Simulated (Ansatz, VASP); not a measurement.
SiC5: VASP beside Ansatz

```xyz
6
Lattice="3.5963 0.0000 0.0000 -1.7981 3.1145 0.0000 0.0000 0.0000 8.2455" Properties=species:S:1:pos:R:3 pbc="T T T"
Si    0.0000    0.0000    4.1228
C    -1.3932    2.4131    0.0000
C     2.7864    0.0000    0.0000
C     0.4049    0.7014    0.0000
C     0.0000    2.0763    4.1228
C     1.7981    1.0382    4.1228
```

Alike in both runs: functional PBE; k mesh 12 × 12 × 6; occupations gaussian, width 0.1 eV; no spin polarisation.

Ansatz relaxed the structure, and its values are those at the end. VASP's run is a single point on that final structure, the one shown.

|  | VASP | Ansatz |
| --- | --- | --- |
| version | VASP 6.6.1 | Ansatz 0.2.0 |
| potentials or method | VASP PAW PBE potentials, release 64 (Si, C), cutoff 520 eV | scalar-relativistic, plane waves, PAW |
| valence electrons in the cell | 24 | 24 |

```tsv
	VASP	Ansatz	Ansatz less VASP
gap on the k mesh at the Fermi level (eV)	none	none	-
pressure (GPa)	0.2	0.0	-0.24
rms of the force components (eV/Å)	0.075	0.000	-0.0749
```

A gap of «none» marks a metal or a gap that the smearing closes. With one functional, cell and mesh, what is left measures potentials, basis and numerics.
